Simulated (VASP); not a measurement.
Write the native input for VASP 6.6.1 that does the following.

```
Task                   : single point
Functional             : PBE
Potentials or basis    : VASP PAW PBE potentials, release 64 (Cu, O)
Cutoff                 : 520 eV
k mesh                 : 9 × 9 × 9
Occupations            : fermi-dirac, width 0.05 eV
Spin                   : no spin polarisation
Dipole correction      : no
Further INCAR settings : ALGO = Normal; EDIFF = 1e-06; NBANDS = 16
```

The structure of CuO lies in POSCAR:

```
CuO
1.0
    0.0000034403      2.1217320998      2.1212717953
    2.1216990580      0.0000560609      2.1212191747
    2.1217068700      2.1216872913      0.0000482488
Cu O
1 1
Direct
   -0.0000001060      0.0000002088      1.0000000288
    0.5000001060      0.4999997912      0.4999999712
```

One way to write it, as run:

INCAR

```
ALGO = Normal ; EDIFF = 1E-6
ENCUT = 520 ; GGA = PE
ISIF = 2 ; ISMEAR = -1
LASPH = T ; LCHARG = F
LREAL = F ; LWAVE = F
NBANDS = 16 ; NELM = 80
PREC = Accurate ; SIGMA = 0.05
```

KPOINTS

```
k-points
0
Gamma
  9 9 9
```

Potentials or basis: VASP PAW PBE potentials, release 64 (Cu, O).

Command:

```console
$ cat potpaw_PBE.64/Cu/POTCAR potpaw_PBE.64/O/POTCAR > POTCAR
$ mpirun -np 1 vasp_std > vasp.out
```

Results of the run:

```json
{
 "Pressure": "0.3 GPa"
}
```

Caveat: an odd number of electrons without spin polarisation forces a metal; a magnetic or distorted state may lie lower.

Wall time 59 s on 1 thread of AMD EPYC 7R13 Processor (Zen 3), on a shared host, peak memory 0.15 GiB.
